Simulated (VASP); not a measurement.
Hg: electric field gradients with LDA

The system is Hg.

```xyz
1
Lattice="1.7127 0.9888 2.2340 -1.7127 0.9888 2.2340 0.0000 -1.9777 2.2340" Properties=species:S:1:pos:R:3 pbc="T T T"
Hg    0.0000    0.0000    0.0000
```

This cell differs from its parent crystal: equal xx and yy strain of -1 %.

```json
{
 "Program": "VASP 6.6.1",
 "Task": "electric field gradients",
 "Functional": "LDA",
 "Potentials or basis": "VASP PAW LDA potentials, release 64 (Hg)",
 "Cutoff": "520 eV",
 "k mesh": "12 × 12 × 12",
 "Occupations": "fermi-dirac, width 0.03 eV",
 "Spin": "no spin polarisation",
 "Dipole correction": "no",
 "Further INCAR settings": "ALGO = Normal; EDIFF = 1e-08; NBANDS = 12"
}
```

| Quantity | Value |
| --- | --- |
| Pressure | -0.3 GPa |
| Band gap on the k mesh | zero (bands 6 and 7 overlap by 3.36 eV) |
| Largest electric field gradient by atom | Hg -154.5 V/Å² |

Stress tensor (GPa, compression positive):
```
-0.15  0.00  0.00
 0.00 -0.15  0.00
 0.00  0.00 -0.61
```

Levels at points of the mesh, in eV from the Fermi level:
```csv
k point,band 4,band 5,band 6,band 7,band 8,band 9
"(0.00, 0.00, 0.00)",-6.43,-6.22,-6.22,12.41,12.93,12.93
"(0.50, 0.00, 0.00)",-6.25,-5.85,-2.10,-2.05,12.54,12.83
"(0.50, 0.50, 0.00)",-5.90,-5.39,-0.21,0.94,4.87,9.97
"(0.50, 0.50, 0.50)",-5.49,-5.49,-0.32,1.32,9.67,9.67
```

Electric field gradients, principal values (V/Å²):
| atom | least | middle | greatest (by size) |
| --- | --- | --- | --- |
| 1 Hg | 77.255 | 77.255 | -154.509 |

It took 18 s on 1 thread of AMD EPYC 9R45 96-Core Processor (Zen 5), on a shared host, peak memory 0.14 GiB.

Caveat: the cell differs from its parent crystal (equal xx and yy strain of -1 %); without QUAD_EFG the Cq values of the log hold for a quadrupole moment of 1 mb, not for the nuclei; spin-orbit coupling is left out, which moves the levels of the heavy elements.
